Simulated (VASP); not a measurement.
A run of VASP 6.6.1 is set up as follows.

Contents of INCAR:

```
SYSTEM = AlZn8O8
PREC = Accurate
ENCUT = 520
EDIFF = 1E-6
ISMEAR = 0
SIGMA = 0.02
LREAL = Auto
LASPH = .TRUE.
NELM = 150
ALGO = Normal
ISIF = 2
LWAVE = .FALSE.
LCHARG = .FALSE.
ISPIN = 2
MAGMOM = 0 0 0 0 0 0 0 0 0 0 0 0 0 0 0 0 1
LORBIT = 11
GGA = PS
NBANDS = 92
```

KPOINTS

```
Automatic mesh
0
G
  2 2 2
  0 0 0
```

File POSCAR:

```
AlZn8O8
1.0
    0.0000000000      4.2800000000      4.2800000000
    4.2800000000      0.0000000000      4.2800000000
    4.2800000000      4.2800000000      0.0000000000
Zn O Al
8 8 1
Direct
    0.0291120838      0.0283027554     -0.0807910563
    0.0250982837      0.0243035071      0.5240053533
   -0.0031344410      0.5015357764      0.0013983041
    0.0292843748      0.4188661642      0.5281395759
    0.5024237742     -0.0038180165      0.0012473055
    0.4204653174      0.0283023387      0.5279755529
    0.5013245927      0.5004343589      0.0002347120
    0.5024926592      0.5014494921      0.4959239301
    0.2612004612      0.2602664533      0.2131068990
    0.2657263574      0.2649411878      0.7647283030
    0.2452068070      0.7544089387      0.2538089055
    0.2611020497      0.7134704691      0.7600684034
    0.7551642522      0.2436995899      0.2540578955
    0.7142128492      0.2602734498      0.7601796217
    0.7468947160      0.7464835810      0.2458607981
    0.7548615862      0.7543494684      0.7442035529
    0.8720236762      0.8700594857      0.3707966433
```

Potentials or basis: VASP PAW PBE potentials, release 64 (Zn, O, Al).

Launch:

```sh
$ cat potpaw_PBE.64/Zn/POTCAR potpaw_PBE.64/O/POTCAR potpaw_PBE.64/Al/POTCAR > POTCAR
$ mpirun -np 1 vasp_std > vasp.out
```

(1) Estimate the pressure.

(2) Estimate the largest force.

## Answers

(1) 32.8 GPa.

(2) 0.064 eV/Å.

Caveat: the k points lie up to 0.64 Å⁻¹ apart; the PAW data sets were made with another functional, which shifts forces and pressure a little.
